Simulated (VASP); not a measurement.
Wanted: the native input for a VASP 6.6.1 run.

```
Task                   : single point
Functional             : r2SCAN
Potentials or basis    : VASP PAW PBE potentials, release 64 (C)
Cutoff                 : 520 eV
k mesh                 : 20 × 20 × 20
Occupations            : fermi-dirac, width 0.08 eV
Spin                   : no spin polarisation
Dipole correction      : no
Further INCAR settings : ALGO = Normal; EDIFF = 1e-06; NBANDS = 11
```

The system is C.

```
C
1.0
     0.00000    1.59548    1.59548
     1.59548    0.00000    1.59548
     1.59548    1.59548    0.00000
C
2
Direct
  0.87500 0.87500 0.87500
  0.12500 0.12500 0.12500
```

This cell differs from its parent crystal: volume scaled by 0.72.

One way to write it, as run:

POSCAR

```
C
1.0
    0.0000000000      1.5954751438      1.5954751438
    1.5954751438      0.0000000000      1.5954751438
    1.5954751438      1.5954751438      0.0000000000
C
2
Direct
   -0.1250000000     -0.1250000000     -0.1250000000
    0.1250000000      0.1250000000      0.1250000000
```

INCAR.step1

```
SYSTEM = C
PREC = Accurate
ENCUT = 520
ISMEAR = -1
SIGMA = 0.08
LREAL = .FALSE.
LASPH = .TRUE.
NELM = 100
NBANDS = 11
GGA = PE
ALGO = Normal
EDIFF = 1E-4
LWAVE = .TRUE.
LCHARG = .FALSE.
```

INCAR.step2

```
SYSTEM = C
PREC = Accurate
ENCUT = 520
EDIFF = 1E-6
ISMEAR = -1
SIGMA = 0.08
LREAL = .FALSE.
LASPH = .TRUE.
NELM = 100
ALGO = Normal
ISIF = 2
LWAVE = .FALSE.
LCHARG = .FALSE.
METAGGA = R2SCAN
LMIXTAU = .TRUE.
NBANDS = 11
ISTART = 1
```

KPOINTS

```
regular mesh
0
G
  20 20 20
  0 0 0
```

Potentials or basis: VASP PAW PBE potentials, release 64 (C).

Launch:

```bash
$ cat potpaw_PBE.64/C/POTCAR > POTCAR
$ cp INCAR.step1 INCAR
$ mpirun -np 1 vasp_std > vasp.out
$ cp INCAR.step2 INCAR
$ mpirun -np 1 vasp_std > vasp.out
```

Results of the run:

```json
{"Pressure": "268.7 GPa", "Band gap on the k mesh": "5.18 eV, indirect (least direct gap 6.76 eV)"}
```

Caveat: the PAW data sets were made with another functional, which shifts forces and pressure a little.

It took 53 s on 1 thread of Intel Xeon 6975P-C, on a shared host, peak memory 0.13 GiB.
